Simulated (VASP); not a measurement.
# Bi (C2/m) in VASP: single point with PBE

Aim: the single point of Bi with PBE.

Everything below comes from runs of VASP 6.6.1. Logs are shortened: lines on timing, memory, paths and dates and some standing lists are left out, and cuts for length are marked.

### 1 The cell of the first run

Symmetry: C2/m, No. 12, monoclinic system. The conventional cell has a = 7.167 Å, b = 6.375 Å, c = 3.358 Å, α = 90.00°, β = 117.46°, γ = 90.00°. Within 4.3 Å of Bi (site symmetry m) lie 10 Bi at 3.28 to 4.07 Å.

### 2 Single point, PBE

INCAR

```
PREC = Accurate
ENCUT = 520
EDIFF = 1E-7
ISMEAR = 0
SIGMA = 0.1
LREAL = F
LASPH = T
NELM = 80
ALGO = Fast
ISIF = 2
LWAVE = F
LCHARG = T
GGA = PE
LELF = T
LVHAR = T
NBANDS = 22
```

KPOINTS

```
regular mesh
0
Gamma
  10 10 14
```

POSCAR

```
Bi
1.0
    3.5807134057     -3.1876689072     -0.1472348636
    3.5807134057      3.1876689072     -0.1472348636
   -1.4249172500      0.0000000000      3.0406088439
Bi
2
Direct
    0.2497588484      0.2497588484      0.1219246537
    0.7502411516      0.7502411516      0.8780753463
```

Potentials or basis: VASP PAW PBE potentials, release 64 (Bi_d).

The run is started by

```
cat potpaw_PBE.64/Bi_d/POTCAR > POTCAR
mpirun -np 1 vasp_std > vasp.out
```

OUTCAR:

```text
PREC = Accurate
   ENCUT = 520
   EDIFF = 1E-7
   ISMEAR = 0
   LREAL = F
   LASPH = T
   NELM = 80
   ISIF = 2
   GGA = PE

 ion  position               nearest neighbor table
   1  0.250  0.250  0.122-   2 3.28   2 3.29   2 3.29   2 3.30
   2  0.750  0.750  0.878-   1 3.28   1 3.29   1 3.29   1 3.30

  LATTYP: Found a base centered monoclinic cell.
 ALAT       =     7.1674783847
 B/A-ratio  =     0.8894812753
 C/A-ratio  =     0.4684952554
 COS(beta)  =    -0.4611874494

  Lattice vectors:

 A1 = (   3.5807134057,  -3.1876689072,  -0.1472348636)
 A2 = (   3.5807134057,   3.1876689072,  -0.1472348636)
 A3 = (  -1.4249172500,   0.0000000000,   3.0406088439)

Analysis of symmetry for initial positions (statically):
=====================================================================
 Subroutine PRICEL returns:
 Original cell was already a primitive cell.

 Routine SETGRP: Setting up the symmetry group for a
 base centered monoclinic supercell.

 Subroutine GETGRP returns: Found  4 space group operations
 (whereof  4 operations were pure point group operations)
 out of a pool of  4 trial point group operations.

The static configuration has the point symmetry C_2h.

Analysis of symmetry for dynamics (positions and initial velocities):
=====================================================================
 Subroutine PRICEL returns:
 Original cell was already a primitive cell.

 Routine SETGRP: Setting up the symmetry group for a
 base centered monoclinic supercell.

 Subroutine GETGRP returns: Found  4 space group operations
 (whereof  4 operations were pure point group operations)
 out of a pool of  4 trial point group operations.

The dynamic configuration has the point symmetry C_2h.

 Subroutine INISYM returns: Found  4 space group operations
 (whereof  4 operations are pure point group operations),
 and found     1 'primitive' translations

----------------------------------------------------------------------------------------

                                     Primitive cell

  volume of cell :      68.0743

  direct lattice vectors                    reciprocal lattice vectors
     3.580713406 -3.187668907 -0.147234864     0.142380579 -0.156854433  0.066723658
     3.580713406  3.187668907 -0.147234864     0.142380579  0.156854433  0.066723658
    -1.424917250  0.000000000  3.040608844     0.013788939  0.000000000  0.335343397

  length of vectors
     4.796292283  4.796292283  3.357929617     0.222098152  0.222098152  0.335626770

  position of ions in fractional coordinates (direct lattice)
     0.249758848  0.249758848  0.121924654
     0.750241152  0.750241152  0.878075346

  ion indices of the primitive-cell ions
   primitive index   ion index
                 1           1
                 2           2

----------------------------------------------------------------------------------------

 KPOINTS: regular mesh

Automatic generation of k-mesh.
 Grid dimensions read from file:
 generate k-points for:   10   10   14

 Generating k-lattice:

  Cartesian coordinates                     Fractional coordinates (reciprocal lattice)
     0.014238058 -0.015685443  0.006672366     0.100000000 -0.000000000 -0.000000000
     0.014238058  0.015685443  0.006672366    -0.000000000  0.100000000 -0.000000000
     0.000984924  0.000000000  0.023953100     0.000000000  0.000000000  0.071428571

  Length of vectors
     0.022209815  0.022209815  0.023973341

  Shift w.r.t. Gamma in fractional coordinates (k-lattice)
     0.000000000  0.000000000  0.000000000

 Subroutine IBZKPT returns following result:
 ===========================================

 Found    392 irreducible k-points:

 Following reciprocal coordinates:
            Coordinates               Weight
  0.000000  0.000000  0.000000      1.000000
  0.100000 -0.000000  0.000000      4.000000
  0.200000 -0.000000  0.000000      4.000000
  0.300000  0.000000  0.000000      4.000000
  0.400000  0.000000 -0.000000      4.000000
  0.500000  0.000000  0.000000      2.000000
[... 16 lines left out ...]
  0.300000  0.300000  0.000000      2.000000
  0.400000  0.300000 -0.000000      4.000000
 [... further k-points ...]
   k-points           NKPTS =    392   k-points in BZ     NKDIM =    392   number of bands    NBANDS=     22
   number of dos      NEDOS =    301   number of ions     NIONS =      2
   total plane-waves  NPLWV =  36288
   dimension x,y,z NGX =    36 NGY =   36 NGZ =   28
   dimension x,y,z NGXF=    72 NGYF=   72 NGZF=   56
   ions per type =               2
   NGX,Y,Z   is equivalent  to a cutoff of  12.48, 12.48, 13.86 a.u.
   NGXF,Y,Z  is equivalent  to a cutoff of  24.96, 24.96, 27.72 a.u.
 SYSTEM =  unknown system
   PREC   = accura    normal or accurate (medium, high low for compatibility)
   ISTART =      0    job   : 0-new  1-cont  2-samecut
   ICHARG =      2    charge: 1-file 2-atom 10-const
   ISPIN  =      1    spin polarized calculation?
   LNONCOLLINEAR =      F non collinear calculations
   LSORBIT =      F    spin-orbit coupling
   LASPH  =      T    aspherical Exc in radial PAW
   ENCUT  =  520.0 eV  38.22 Ry    6.18 a.u.   8.92  8.92  6.24*2*pi/ulx,y,z
   NELM   =     80;   NELMIN=  2; NELMDL= -5     # of ELM steps
   EDIFF  = 0.1E-06   stopping-criterion for ELM
   LREAL  =      F    real-space projection
   EDIFFG = 0.1E-05   stopping-criterion for IOM
   NSW    =      0    number of steps for IOM
   IBRION =     -1    ionic relax: 0-MD 1-quasi-New 2-CG
   NFREE  =      0    steps in history (QN), initial steepest desc. (CG)
   ISIF   =      2    stress and relaxation
   ISYM   =      2    0-nonsym 1-usesym 2-fastsym
   POTIM  = 0.5000    time-step for ionic-motion
   TEBEG  =    0.0;   TEEND  =   0.0 temperature during run
   PSTRESS=    0.0 pullay stress
   NELECT =      30.0000    total number of electrons
   NUPDOWN=      -1.0000    fix difference up-down
   EMIN   =  10.00;   EMAX   =-10.00  energy-range for DOS
   EFERMI =   0.00;   METHOD = LEGACY
   ISMEAR =     0;   SIGMA  =   0.10  broadening in eV -4-tet -1-fermi 0-gaus
   EFERMI_NEDOS =   21; number of points for ismear=-14 and -15
   IALGO  =     68    algorithm
   IMIX   =      4    mixing-type and parameters
     AMIX     =   0.40;   BMIX     =  1.00
     AMIX_MAG =   1.60;   BMIX_MAG =  1.00
  volume/ion in A,a.u.               =      34.04       229.69
  Fermi-wavevector in a.u.,A,eV,Ry     =   1.245817  2.354253 21.117058  1.552060
  Thomas-Fermi vector in A             =   2.380022
   LORBIT       =      0    0 simple, 1 ext, 2 COOP (PROOUT), +10 PAW based schemes
   GGA     = PE    functional components
   LHFCALC =     F    Hartree Fock is set to
   AEXX    =    0.0000 exact exchange contribution
   IVDW    =     0    specifies the selected vdW correction
   LEPSILON=     F    determine dielectric tensor
   LRPA    =     F    only Hartree local field effects (RPA)
 non-spin polarized calculation
 RMM-DIIS sequential band-by-band and
 Gauss-broadening in eV      SIGMA  =   0.10
  energy-cutoff  :      520.00
  volume of cell :       68.07
 maximum number of plane-waves:      1854
   NGX = 17   NGY = 17   NGZ = 13

 number of electron      30.0000009 magnetization

 Free energy of the ion-electron system (eV)
  ---------------------------------------------------
  ext. energy  EPLUGINS =         0.00000000
  ---------------------------------------------------
  free energy    TOTEN  =        -7.69571563 eV

  energy without entropy =       -7.69133136  energy(sigma->0) =       -7.69352350

 E-fermi :   6.7784     XC(G=0):  -9.7826

 val. band max:        6.7783401931   @ k =  -0.1000  -0.4000   0.2143
 cond. band min:       6.7856348117   @ k =  -0.4000   0.1000   0.2143
 fundamental gap:      0.0072946185
 Fermi energy:         6.7784132083

 k-point     1 :       0.0000    0.0000    0.0000
  band No.  band energies     occupation
      1     -16.2070      2.00000
      2     -16.1775      2.00000
      3     -16.1329      2.00000
      4     -16.1102      2.00000
      5     -16.0056      2.00000
      6     -16.0019      2.00000
[... 14 lines left out ...]
     21      15.0791      0.00000
     22      15.9021      0.00000

 k-point     2 :       0.1000   -0.0000    0.0000
  band No.  band energies     occupation
      1     -16.2009      2.00000
      2     -16.1777      2.00000
      3     -16.1358      2.00000
      4     -16.1060      2.00000
      5     -16.0070      2.00000
      6     -16.0010      2.00000
[... 14 lines left out ...]
     21      15.4705      0.00000
     22      15.7156      0.00000

 k-point     3 :       0.2000   -0.0000    0.0000
  band No.  band energies     occupation
      1     -16.1835      2.00000
      2     -16.1778      2.00000
      3     -16.1435      2.00000
      4     -16.0939      2.00000
      5     -16.0150      2.00000
      6     -15.9959      2.00000
[... 14 lines left out ...]
     21      15.4203      0.00000
     22      16.0270      0.00000

 k-point     4 :       0.3000    0.0000    0.0000
  band No.  band energies     occupation
      1     -16.1778      2.00000
      2     -16.1562      2.00000
      3     -16.1526      2.00000
      4     -16.0754      2.00000
      5     -16.0305      2.00000
      6     -15.9950      2.00000
[... 14 lines left out ...]
     21      15.2342      0.00000
     22      17.1344      0.00000

 k-point     5 :       0.4000    0.0000   -0.0000
  band No.  band energies     occupation
      1     -16.1755      2.00000
      2     -16.1627      2.00000
      3     -16.1218      2.00000
      4     -16.0545      2.00000
      5     -16.0527      2.00000
      6     -16.0072      2.00000
[... 14 lines left out ...]
     21      15.1026      0.00000
     22      16.9738      0.00000

 k-point     6 :       0.5000    0.0000    0.0000
  band No.  band energies     occupation
      1     -16.1717      2.00000
      2     -16.1690      2.00000
      3     -16.0876      2.00000
      4     -16.0850      2.00000
      5     -16.0298      2.00000
      6     -16.0277      2.00000
[... 14 lines left out ...]
     21      15.2381      0.00000
     22      15.2565      0.00000

 k-point     7 :       0.1000    0.1000    0.0000
  band No.  band energies     occupation
      1     -16.1963      2.00000
      2     -16.1770      2.00000
      3     -16.1387      2.00000
      4     -16.1020      2.00000
      5     -16.0062      2.00000
      6     -16.0016      2.00000
[... 324 lines left out ...]
      6     -16.0088      2.00000
[... 14 lines left out ...]
     21      15.5948      0.00000
     22      16.6051      0.00000

 k-point    21 :      -0.3000    0.2000    0.0000
  band No.  band energies     occupation
      1     -16.1807      2.00000
      2     -16.1611      2.00000
      3     -16.1312      2.00000
      4     -16.0648      2.00000
      5     -16.0203      2.00000
      6     -15.9994      2.00000
[... 14 lines left out ...]
     21      15.5915      0.00000
     22      16.2220      0.00000

 k-point    22 :      -0.2000    0.2000    0.0000
  band No.  band energies     occupation
      1     -16.1818      2.00000
      2     -16.1563      2.00000
      3     -16.1527      2.00000
      4     -16.0802      2.00000
      5     -16.0080      2.00000
      6     -16.0042      2.00000
[... 14 lines left out ...]
     21      15.5730      0.00000
     22      16.0806      0.00000

 k-point    23 :       0.3000    0.3000    0.0000
  band No.  band energies     occupation
      1     -16.1847      2.00000
      2     -16.1665      2.00000
      3     -16.1084      2.00000
      4     -16.0531      2.00000
      5     -16.0135      2.00000
      6     -16.0051      2.00000
[... 14 lines left out ...]
     21      15.9957      0.00000
     22      16.3954      0.00000

 k-point    24 :       0.4000    0.3000   -0.0000
  band No.  band energies     occupation
      1     -16.1833      2.00000
      2     -16.1723      2.00000
      3     -16.0811      2.00000
      4     -16.0390      2.00000
      5     -16.0260      2.00000
      6     -16.0113      2.00000
[... 14 lines left out ...]
     21      16.1602      0.00000
     22      16.6205      0.00000

 [... further k-points ...]

------------------------ aborting loop because EDIFF is reached ----------------------------------------

  FORCE on cell =-STRESS in cart. coord.  units (eV):
  Direction    XX          YY          ZZ          XY          YZ          ZX
  --------------------------------------------------------------------------------------
  -------------------------------------------------------------------------------------
  Total       -0.0300536     -0.0076573     -0.0330370      0.0000000      0.0000000      0.0050336
  in kB       -0.7073329     -0.1802190     -0.7775499      0.0000000      0.0000000      0.1184696
  external PRESSURE =      -0.5550339 kB  Pullay stress =       0.0000000 kB

 VOLUME and BASIS-vectors are now :
 -----------------------------------------------------------------------------
  energy-cutoff  :      520.00
  volume of cell :       68.07
      direct lattice vectors                 reciprocal lattice vectors
     3.580713406 -3.187668907 -0.147234864     0.142380579 -0.156854433  0.066723658
     3.580713406  3.187668907 -0.147234864     0.142380579  0.156854433  0.066723658
    -1.424917250  0.000000000  3.040608844     0.013788939  0.000000000  0.335343397

 POSITION                                       TOTAL-FORCE (eV/Angst)
 -----------------------------------------------------------------------------------
      1.61490      0.00000      0.29718        -0.003364      0.000000     -0.000974
      4.12161      0.00000      2.44896         0.003364      0.000000      0.000974
 -----------------------------------------------------------------------------------
    total drift:                                0.000000      0.000000     -0.000000

  FREE ENERGIE OF THE ION-ELECTRON SYSTEM (eV)
  ---------------------------------------------------
  free  energy   TOTEN  =        -7.6957156346 eV

  energy  without entropy=       -7.6913313614  energy(sigma->0) =       -7.69352350
```

Run time: 14 min. Hardware: 1 thread of Intel Xeon 8259CL, shared host; peak memory 0.54 GiB.

What came out:

| Item | Value |
| --- | --- |
| Free energy | -7.6957 eV |
| Pressure | -0.1 GPa |
| Largest force | 0.004 eV/Å |
| Band gap on the k mesh | zero (bands 15 and 16 overlap by 5.35 eV) |

Forces in eV/Å, atoms in the order of the input:
```
Bi  -0.003  0.000 -0.001
Bi   0.003  0.000  0.001
```

Caveat: spin-orbit coupling is left out, which moves the levels of the heavy elements.
